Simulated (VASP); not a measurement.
# Fe in VASP: a series of runs, part 2 of 2

VASP 6.6.1. Earlier steps stand in the parts before.

### 3 Relaxation of cell and atoms, PBE

The input, INCAR:

```
ALGO     = Normal         # electronic algorithm
EDIFF    = 1E-6           # SCF threshold, eV
EDIFFG   = -0.04          # ionic threshold
ENCUT    = 600            # plane-wave cutoff, eV
GGA      = PE             # functional
IBRION   = 2              # ionic algorithm
ISIF     = 3              # what is computed and relaxed
ISMEAR   = 0              # smearing method
LASPH    = True           # aspherical terms in the spheres
LCHARG   = False          # write CHGCAR
LREAL    = False          # projectors in reciprocal space
LWAVE    = False          # write WAVECAR
NELM     = 60             # most SCF steps
NSW      = 90             # ionic steps
PREC     = Accurate       # precision mode
SIGMA    = 0.1            # smearing width, eV
```

The input, KPOINTS:

```
k-points
0
Gamma
  10 10 10
```

The input, POSCAR:

```
Fe
1.0
   -1.2438409963      1.2438409963      3.6652879265
    1.2438409963     -1.2438409963      3.6652879265
    1.2438409963      1.2438409963     -3.6652879265
Fe
2
Direct
    0.8513870983      0.8513870983      0.0000000000
    0.1486129017      0.1486129017      0.0000000000
```

Potentials or basis: VASP PAW PBE potentials, release 64 (Fe).

Started as:

```console
$ cat potpaw_PBE.64/Fe/POTCAR > POTCAR
$ mpirun -np 1 vasp_std > vasp.out
```

OUTCAR:

```text
EDIFF = 1E-6
   EDIFFG = -0.04
   ENCUT = 600
   GGA = PE
   IBRION = 2
   ISIF = 3
   ISMEAR = 0
   LASPH = True
   LREAL = False
   NELM = 60
   NSW = 90
   PREC = Accurate

 ion  position               nearest neighbor table
   1  0.851  0.851  0.000-   2 2.18   2 2.30   2 2.30   2 2.30   2 2.30
   2  0.149  0.149  0.000-   1 2.18   1 2.30   1 2.30   1 2.30   1 2.30

  LATTYP: Found a body centered tetragonal cell.
 ALAT       =     2.4876819926
 C/A-ratio  =     2.9467495744

  Lattice vectors:

 A1 = (  -1.2438409963,   1.2438409963,   3.6652879265)
 A2 = (   1.2438409963,  -1.2438409963,   3.6652879265)
 A3 = (   1.2438409963,   1.2438409963,  -3.6652879265)

Analysis of symmetry for initial positions (statically):
=====================================================================
 Subroutine PRICEL returns:
 Original cell was already a primitive cell.

 Routine SETGRP: Setting up the symmetry group for a
 body centered tetragonal supercell.

 Subroutine GETGRP returns: Found 16 space group operations
 (whereof 16 operations were pure point group operations)
 out of a pool of 16 trial point group operations.

The static configuration has the point symmetry D_4h.

Analysis of symmetry for dynamics (positions and initial velocities):
=====================================================================
 Subroutine PRICEL returns:
[... 231 lines left out ...]

 Free energy of the ion-electron system (eV)
  ---------------------------------------------------
  ext. energy  EPLUGINS =         0.00000000
  ---------------------------------------------------
  free energy    TOTEN  =       -15.51290319 eV

  energy without entropy =      -15.50168518  energy(sigma->0) =      -15.50729419

 E-fermi :   5.7814     XC(G=0): -13.0635

 val. band max:        5.7811311467   @ k =   0.4000   0.2000   0.1000
 cond. band min:       5.7996245954   @ k =  -0.1000  -0.2000   0.1000
 fundamental gap:      0.0184934487
 Fermi energy:         5.7813667261

 k-point     1 :       0.0000    0.0000    0.0000
  band No.  band energies     occupation
      1      -2.3934      2.00000
      2       1.9359      2.00000
      3       2.1888      2.00000
      4       3.9004      2.00000
      5       3.9313      2.00000
      6       4.9547      2.00000
      7       4.9547      2.00000
      8       5.5896      1.99332
      9       5.6959      1.77313
     10       5.6959      1.77313
     11       6.8270      0.00000
     12       9.1794      0.00000
[... 331 lines left out ...]
 k-point    24 :       0.4000    0.3000    0.0000
  band No.  band energies     occupation
      1       2.0082      2.00000
      2       2.1803      2.00000
      3       2.3700      2.00000
      4       2.7041      2.00000
      5       3.9726      2.00000
      6       4.6384      2.00000
      7       4.9064      2.00000
      8       5.8134      0.65086
      9       6.7196      0.00000
     10       6.9485      0.00000
     11       8.9628      0.00000
     12      11.7472      0.00000

 [... further k-points ...]

------------------------ aborting loop because EDIFF is reached ----------------------------------------

  FORCE on cell =-STRESS in cart. coord.  units (eV):
  Direction    XX          YY          ZZ          XY          YZ          ZX
  --------------------------------------------------------------------------------------
  -------------------------------------------------------------------------------------
  Total        0.0158807      0.0158807      0.0011304      0.0000000     -0.0000000      0.0000000
  in kB        1.1259529      1.1259529      0.0801456      0.0000000     -0.0000000      0.0000000
  external PRESSURE =       0.7773504 kB  Pullay stress =       0.0000000 kB
[... 17 lines left out ...]
  FREE ENERGIE OF THE ION-ELECTRON SYSTEM (eV)
  ---------------------------------------------------
  free  energy   TOTEN  =       -15.5129031897 eV

  energy  without entropy=      -15.5016851816  energy(sigma->0) =      -15.50729419

 reached required accuracy - stopping structural energy minimisation
```

CONTCAR:

```text
Fe
   1.00000000000000
    -1.2426596978043474    1.2426596978043474    3.6584328063733755
     1.2426596978043474   -1.2426596978043474    3.6584328063733755
     1.2426596978043474    1.2426596978043474   -3.6584328063733755
  Fe
     2
Direct
     0.8514686238575979    0.8514686238575979    0.0000000000000000
     0.1485313761424021    0.1485313761424021    0.0000000000000000

  0.00000000E+00  0.00000000E+00  0.00000000E+00
  0.00000000E+00  0.00000000E+00  0.00000000E+00
```

Wall time 54 s (1 thread of Intel Xeon Platinum 8488C (Sapphire Rapids), shared host); peak memory 0.19 GiB.

Results:

```
Free energy                           : -15.5129 eV
Relaxed volume                        : 11.30 Å³/atom
Relaxed cell                          : a = 4.059 Å, b = 4.059 Å, c = 4.059 Å, α = 144.34°, β = 144.34°, γ = 51.32°
Space group after relaxing (to 0.1 Å) : I4/mmm (No. 139)
Energy gained by relaxing             : 0.1 meV/atom
Ionic steps                           : 3
Pressure after relaxing               : 0.1 GPa
Largest force after relaxing          : 0.025 eV/Å
Band gap on the k mesh                : zero (bands 8 and 9 overlap by 1.98 eV)
```

Forces on the atoms (eV/Å):
```
Fe   0.000  0.000  0.025
Fe   0.000  0.000 -0.025
```

Stress tensor (GPa, compression positive):
```
0.11 0.00 0.00
0.00 0.11 0.00
0.00 0.00 0.01
```

Step by step:
```
step  energy change (eV)  largest force (eV/Å)  pressure (GPa)  volume (Å³)
   1              0.0000                0.0261           -0.77        22.68
   2              0.0001                0.0235            1.14        22.50
   3             -0.0002                0.0254            0.08        22.60
```

Final structure:
```yaml
crystal:
  lattice:
    - [-1.24266, 1.24266, 3.65843]
    - [1.24266, -1.24266, 3.65843]
    - [1.24266, 1.24266, -3.65843]
  atoms:
    - { symbol: Fe, position: [0.85147, 0.85147, 0.00000] }
    - { symbol: Fe, position: [0.14853, 0.14853, 0.00000] }
```

Levels at points of the mesh, in eV from the Fermi level:
```tsv
k point	band 4	band 5	band 6	band 7	band 8	band 9	band 10	band 11	band 12
(0.00, 0.00, 0.00)	-1.88	-1.85	-0.83	-0.83	-0.19	-0.09	-0.09	1.05	3.40
(0.50, 0.00, 0.00)	-2.36	-1.66	-1.44	-1.04	-0.28	0.48	1.06	2.04	3.63
(0.50, 0.50, 0.00)	-2.98	-1.75	-1.09	0.93	1.16	1.26	1.34	3.44	7.72
(0.50, 0.50, 0.50)	-3.19	-1.78	-1.78	-1.36	-0.06	0.90	1.14	1.21	1.21
```

Caveat: the run has no spin polarisation, though such a crystal can be magnetic. Spin polarisation is off, so any magnetic state and its effect on volume and gap are missing.

### 4 Single point, PBE, collinear spin, ferromagnetic start

This run uses another cell than the first one: it holds 4 atoms, not 2.

The input, INCAR:

```
PREC = Accurate ; ENCUT = 520
EDIFF = 1E-7 ; ISMEAR = 0
SIGMA = 0.1 ; LREAL = False
LASPH = True ; NELM = 150
ALGO = Normal ; ISIF = 2
LWAVE = False ; LCHARG = False
ISPIN = 2 ; MAGMOM = 0.44 0.44 0.44 0.44
LORBIT = 11 ; LMAXMIX = 4
GGA = PE ; NBANDS = 28
```

The input, KPOINTS:

```
regular mesh
0
Gamma
  6 6 4
```

The input, POSCAR:

```
Fe
1.0
    1.7633059870     -3.6652879265      0.0000000000
    1.7633059870      3.6652879265      0.0000000000
    0.0000000000      0.0000000000      3.5095946731
Fe
4
Direct
    0.1486129017      0.8513870983      0.0000006962
    0.6486129017      0.3513870983      0.4999993038
    0.8513870983      0.1486129017      0.9999993038
    0.3513870983      0.6486129017      0.5000006962
```

Started as:

```console
$ cat potpaw_PBE.64/Fe/POTCAR > POTCAR
$ mpirun -np 1 vasp_std > vasp.out
```

It took 78 s on 1 thread of Intel Xeon Platinum 8488C (Sapphire Rapids), shared host; peak memory 0.21 GiB.

Results (log left out):

| Quantity | Value |
| --- | --- |
| Free energy | -31.0396 eV |
| Pressure | -0.7 GPa |
| Largest force | 0.036 eV/Å |
| Band gap on the k mesh | zero (filled and empty bands overlap) |
| Net moment | 0.00 μB per cell |
| Valence electrons inside the program's atomic spheres | Fe 7.50 |

Forces in eV/Å, atoms in the order of the input:
```
Fe   0.000  0.036  0.000
Fe   0.000  0.036  0.000
Fe   0.000 -0.036  0.000
Fe   0.000 -0.036  0.000
```

Stress tensor (GPa, compression positive):
```
-0.71  0.00  0.00
 0.00 -0.91  0.00
 0.00  0.00 -0.55
```

Levels at points of the mesh, in eV from the Fermi level:
Spin up:
```
           k point  band 12  band 13  band 14  band 15  band 16  band 17  band 18  band 19  band 20  band 21
(0.00, 0.00, 0.00)    -0.85    -0.81    -0.20    -0.09    -0.08     0.92     1.03     1.14     1.25     1.33
(0.50, 0.00, 0.00)    -1.55    -0.78    -0.78    -0.54    -0.54    -0.01    -0.01     0.81     0.81     1.11
(0.50, 0.50, 0.00)    -1.36    -1.08    -0.07     0.89     0.91     1.12     1.16     1.19     1.21     1.24
(0.00, 0.00, 0.50)    -1.35    -0.89    -0.89    -0.64    -0.64    -0.61    -0.61     0.33     0.33     0.87
(0.50, 0.00, 0.50)    -1.44    -1.04    -1.04    -0.29    -0.29     0.48     0.48     1.05     1.05     2.03
(0.50, 0.50, 0.50)    -1.66    -1.09    -1.09    -0.46    -0.46     0.53     0.53     1.27     1.27     1.97
```
Spin down:
```
           k point  band 14  band 15  band 16  band 17  band 18  band 19
(0.00, 0.00, 0.00)    -0.20    -0.09    -0.08     0.92     1.03     1.14
(0.50, 0.00, 0.00)    -0.78    -0.54    -0.54    -0.01    -0.01     0.81
(0.50, 0.50, 0.00)    -0.07     0.89     0.91     1.12     1.16     1.19
(0.00, 0.00, 0.50)    -0.89    -0.64    -0.64    -0.61    -0.61     0.33
(0.50, 0.00, 0.50)    -1.04    -0.29    -0.29     0.48     0.48     1.05
(0.50, 0.50, 0.50)    -1.09    -0.46    -0.46     0.53     0.53     1.27
```

Caveat: the k points lie up to 0.45 Å⁻¹ apart, too coarse for converged energies and pressures of a metal.

### 5 Single point, PBE

The input, INCAR:

```
PREC = Accurate
ENCUT = 520
EDIFF = 1E-6
ISMEAR = 0
SIGMA = 0.1
LREAL = False
LASPH = True
NELM = 100
ALGO = Fast
ISIF = 2
LWAVE = False
LCHARG = False
GGA = PE
NBANDS = 15
```

The input, KPOINTS:

```
Automatic mesh
0
Gamma
  30 30 30
```

The input, POSCAR:

```
Fe
1.0
   -1.2420267646      1.2420267646      3.6734383689
    1.2420267646     -1.2420267646      3.6734383689
    1.2420267646      1.2420267646     -3.6734383689
Fe
2
Direct
    0.8515638450      0.8515638450      0.0000000000
    0.1484361550      0.1484361550      0.0000000000
```

Potentials or basis: VASP PAW PBE potentials, release 64 (Fe).

Started as:

```console
$ cat potpaw_PBE.64/Fe/POTCAR > POTCAR
$ mpirun -np 1 vasp_std > vasp.out
```

OUTCAR:

```text
PREC = Accurate
   ENCUT = 520
   EDIFF = 1E-6
   ISMEAR = 0
   LREAL = False
   LASPH = True
   NELM = 100
   ISIF = 2
   GGA = PE

 ion  position               nearest neighbor table
   1  0.852  0.852  0.000-   2 2.18   2 2.30   2 2.30   2 2.30   2 2.30
   2  0.148  0.148  0.000-   1 2.18   1 2.30   1 2.30   1 2.30   1 2.30

  LATTYP: Found a body centered tetragonal cell.
 ALAT       =     2.4840535292
 C/A-ratio  =     2.9576161107

  Lattice vectors:

 A1 = (  -1.2420267646,   1.2420267646,   3.6734383689)
 A2 = (   1.2420267646,  -1.2420267646,   3.6734383689)
 A3 = (   1.2420267646,   1.2420267646,  -3.6734383689)

Analysis of symmetry for initial positions (statically):
=====================================================================
 Subroutine PRICEL returns:
 Original cell was already a primitive cell.

 Routine SETGRP: Setting up the symmetry group for a
 body centered tetragonal supercell.

 Subroutine GETGRP returns: Found 16 space group operations
 (whereof 16 operations were pure point group operations)
[... 176 lines left out ...]
      3       2.1710      2.00000
      4       3.8588      2.00000
      5       3.9120      2.00000
      6       4.9341      2.00000
      7       4.9341      2.00000
      8       5.5794      1.98874
      9       5.6875      1.68543
     10       5.6875      1.68543
     11       6.7887      0.00000
     12       9.0685      0.00000
     13      15.2029      0.00000
     14      25.3869      0.00000
[... 401 lines left out ...]
      2       2.1377      2.00000
      3       2.9065      2.00000
      4       2.9678      2.00000
      5       4.3870      2.00000
      6       4.5337      2.00000
      7       4.7266      2.00000
      8       5.0611      2.00000
      9       5.3113      2.00000
     10       6.2873      0.00000
     11       6.6838      0.00000
     12      10.3950      0.00000
     13      15.2404      0.00000
     14      18.5063      0.00000
     15      19.8760      0.00000

 [... further k-points ...]

------------------------ aborting loop because EDIFF is reached ----------------------------------------

  FORCE on cell =-STRESS in cart. coord.  units (eV):
  Direction    XX          YY          ZZ          XY          YZ          ZX
  --------------------------------------------------------------------------------------
  -------------------------------------------------------------------------------------
  Total       -0.0896194     -0.0896194     -0.1822588      0.0000000      0.0000000      0.0000000
  in kB       -6.3345789     -6.3345789    -12.8826239      0.0000000      0.0000000      0.0000000
  external PRESSURE =      -8.5172606 kB  Pullay stress =       0.0000000 kB

 VOLUME and BASIS-vectors are now :
 -----------------------------------------------------------------------------
  energy-cutoff  :      520.00
  volume of cell :       22.67
      direct lattice vectors                 reciprocal lattice vectors
    -1.242026765  1.242026765  3.673438369     0.000000000  0.402567814  0.136112260
     1.242026765 -1.242026765  3.673438369     0.402567814  0.000000000  0.136112260
     1.242026765  1.242026765 -3.673438369     0.402567814  0.402567814  0.000000000

 POSITION                                       TOTAL-FORCE (eV/Angst)
 -----------------------------------------------------------------------------------
      0.00000      0.00000      6.25633         0.000000      0.000000      0.027966
      0.00000      0.00000      1.09054        -0.000000     -0.000000     -0.027966
 -----------------------------------------------------------------------------------
    total drift:                                0.000000      0.000000      0.000000

  FREE ENERGIE OF THE ION-ELECTRON SYSTEM (eV)
  ---------------------------------------------------
  free  energy   TOTEN  =       -15.5193317987 eV

  energy  without entropy=      -15.5108559088  energy(sigma->0) =      -15.51509385
```

OSZICAR:

```text
N       E                     dE             d eps       ncg     rms          rms(c)
DAV:   1     0.773608402602E+02    0.77361E+02   -0.71532E+03 60584   0.138E+03
DAV:   2    -0.160166954007E+02   -0.93378E+02   -0.82769E+02 59795   0.242E+02
DAV:   3    -0.181036841551E+02   -0.20870E+01   -0.19980E+01 71744   0.526E+01
DAV:   4    -0.181173466139E+02   -0.13662E-01   -0.13661E-01 70001   0.361E+00
DAV:   5    -0.181175433546E+02   -0.19674E-03   -0.19674E-03 73333   0.431E-01    0.155E+01
RMM:   6    -0.157511911666E+02    0.23664E+01   -0.10847E+01 64458   0.491E+01    0.326E+00
RMM:   7    -0.155473185389E+02    0.20387E+00   -0.10704E+00 64682   0.173E+01    0.153E+00
RMM:   8    -0.155241841725E+02    0.23134E-01   -0.14655E-01 66864   0.275E+00    0.303E-01
RMM:   9    -0.155208191871E+02    0.33650E-02   -0.28614E-02 66210   0.271E+00    0.375E-01
RMM:  10    -0.155193298628E+02    0.14893E-02   -0.70957E-03 68096   0.765E-01    0.998E-02
RMM:  11    -0.155193074428E+02    0.22420E-04   -0.20565E-03 66276   0.725E-01    0.505E-02
RMM:  12    -0.155193194649E+02   -0.12022E-04   -0.39490E-04 67978   0.179E-01    0.634E-03
RMM:  13    -0.155193288381E+02   -0.93732E-05   -0.97091E-05 71977   0.100E-01    0.428E-03
RMM:  14    -0.155193308334E+02   -0.19953E-05   -0.17216E-05 62154   0.415E-02    0.634E-03
RMM:  15    -0.155193317987E+02   -0.96533E-06   -0.80112E-06 61326   0.288E-02
   1 F= -.15519332E+02 E0= -.15515094E+02  d E =-.847589E-02
```

stdout:

```text
POSCAR found type information on POSCAR Fe
 POSCAR found :  1 types and       2 ions
 scaLAPACK will be used
 LDA part: xc-table for (Slater+PW92), standard interpolation
 POSCAR, INCAR and KPOINTS ok, starting setup
 FFT: planning ... GRIDC
 FFT: planning ... GRID_SOFT
 FFT: planning ... GRID
 WAVECAR not read
 entering main loop
WARNING in EDDRMM: call to ZHEGV failed, returncode =   8  4     15
```

Run time: 15 min. Hardware: 1 thread of Intel Xeon Platinum 8488C (Sapphire Rapids), shared host; peak memory 0.68 GiB.

Results:

```yaml
Free_energy: -15.5193 eV
Pressure: -0.9 GPa
Largest_force: 0.028 eV/Å
Band_gap_on_the_k_mesh: zero (bands 8 and 9 overlap by 1.99 eV)
```

Forces in eV/Å, atoms in the order of the input:
```
Fe   0.000  0.000  0.028
Fe   0.000  0.000 -0.028
```

Caveat: the run has no spin polarisation, though such a crystal can be magnetic.

### 6 Overview

```csv
task,spin,cell,k mesh,cutoff (eV),gap on the mesh (eV),pressure (GPa),largest force (eV/Å)
single point,off,"a = 4.066 Å, angles 144.4, 144.4, 51.3°, 2 atoms, atomic positions A",10 × 10 × 10,520,none,-0.7,0.03
relaxation of cell and atoms,off,"relaxed from a = 4.066 Å, angles 144.4, 144.4, 51.3°, 2 atoms, atomic positions A",10 × 10 × 10,600,none,0.1,0.03
single point,"collinear, ferromagnetic start","a = 4.067, b = 4.067, c = 3.510 Å, angles 90.0, 90.0, 128.6°, 4 atoms, atomic positions B",6 × 6 × 4,520,none,-0.7,0.04
single point,off,"a = 4.072 Å, angles 144.5, 144.5, 51.1°, 2 atoms, atomic positions A",30 × 30 × 30,520,none,-0.9,0.03
```

Alike in all rows: level PBE; potentials or basis VASP PAW PBE potentials, release 64 (Fe); smearing gaussian 0.1 eV.

Caveats: some runs use coarse meshes.

Total energies depend on the potentials used, so only differences within one code and one set of settings carry meaning.
